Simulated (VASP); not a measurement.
Runs of VASP 6.6.1 on SnSe. The structure is that of space group Fm-3m (No. 225), or close to it. The cells are those of the table. 

```tsv
cell	gap on the mesh (eV)	pressure (GPa)
a = 4.367 Å, angles 60.0°, 2 atoms	0.33	-5.3
a = 4.140 Å, angles 60.0°, 2 atoms	1.04	2.5
a = 4.421 Å, angles 60.0°, 2 atoms	0.20	-6.3
a = 4.079 Å, angles 60.0°, 2 atoms	1.23	(b)
a = 4.313 Å, angles 60.0°, 2 atoms	0.48	-3.9
a = 4.199 Å, angles 60.0°, 2 atoms	0.83	(c)
a = 4.257 Å, angles 60.0°, 2 atoms	(a)	-2.3
```

Alike in all rows: task single point; level PBEsol; potentials or basis VASP PAW PBE potentials, release 64 (Sn_d, Se); no spin polarisation; k mesh 6 × 6 × 6; cutoff (eV) 520; smearing methfessel-paxton 0.1 eV.

Fill in the values left out.

(a) 0.65; (b) 5.8; (c) -0.2.

Caveats: the PAW data sets were made with another functional, which shifts forces and pressure a little; spin-orbit coupling is left out, which moves the levels of the heavy elements.

A k mesh can miss the band edges, and the runs leave out spin-orbit coupling on Se, Sn.
